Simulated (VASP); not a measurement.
A run of VASP 6.6.1:

POSCAR

```
RuN2
1.0
    4.1938938927      0.0000000000      0.0000000000
    0.0000000000      5.0280177308      0.0000000000
    0.0000000000      0.0000000000      2.7703818429
Ru N
2 4
Direct
    0.0000000000      0.0000000000      0.0000000000
    0.5000000000      0.5000000000      0.5000000000
    0.3793930000      0.9088430000      0.5000000000
    0.1206070000      0.4088430000      0.0000000000
    0.6206070000      0.0911570000      0.5000000000
    0.8793930000      0.5911570000      0.0000000000
```

Contents of INCAR.step1:

```
SYSTEM = RuN2
  PREC = Accurate
  ENCUT = 520
  ISMEAR = -1
  SIGMA = 0.05
  LREAL = .FALSE.
  LASPH = .TRUE.
  NELM = 80
  NBANDS = 33
  GGA = PE
  ALGO = Normal
  EDIFF = 1E-4
  LWAVE = .TRUE.
  LCHARG = .FALSE.
```

Contents of INCAR.step2:

```
SYSTEM = RuN2
  PREC = Accurate
  ENCUT = 520
  EDIFF = 1E-6
  ISMEAR = -1
  SIGMA = 0.05
  LREAL = .FALSE.
  LASPH = .TRUE.
  NELM = 80
  ALGO = Normal
  ISIF = 2
  LWAVE = .FALSE.
  LCHARG = .FALSE.
  METAGGA = R2SCAN
  LMIXTAU = .TRUE.
  IVDW = 12
  VDW_S6 = 1.0
  VDW_S8 = 0.78981345
  VDW_A1 = 0.49484001
  VDW_A2 = 5.73083694
  NBANDS = 33
  ISTART = 1
```

KPOINTS

```
regular mesh
0
G
  6 5 8
  0 0 0
```

Potentials or basis: VASP PAW PBE potentials, release 64 (Ru_pv, N).

Run with:

```bash
$ cat potpaw_PBE.64/Ru_pv/POTCAR potpaw_PBE.64/N/POTCAR > POTCAR
$ cp INCAR.step1 INCAR
$ mpirun -np 1 vasp_std > vasp.out
$ cp INCAR.step2 INCAR
$ mpirun -np 1 vasp_std > vasp.out
```

Hardware: 1 thread of Intel(R) Xeon(R) Platinum 8259CL CPU @ 2.50GHz (Skylake/Cascade Lake), on a shared host.

Question: How long does it take, and how much memory?

Answer: Wall time 3.9 min on 1 thread of Intel(R) Xeon(R) Platinum 8259CL CPU @ 2.50GHz (Skylake/Cascade Lake), on a shared host, peak memory 0.24 GiB. Counts: k points 60.
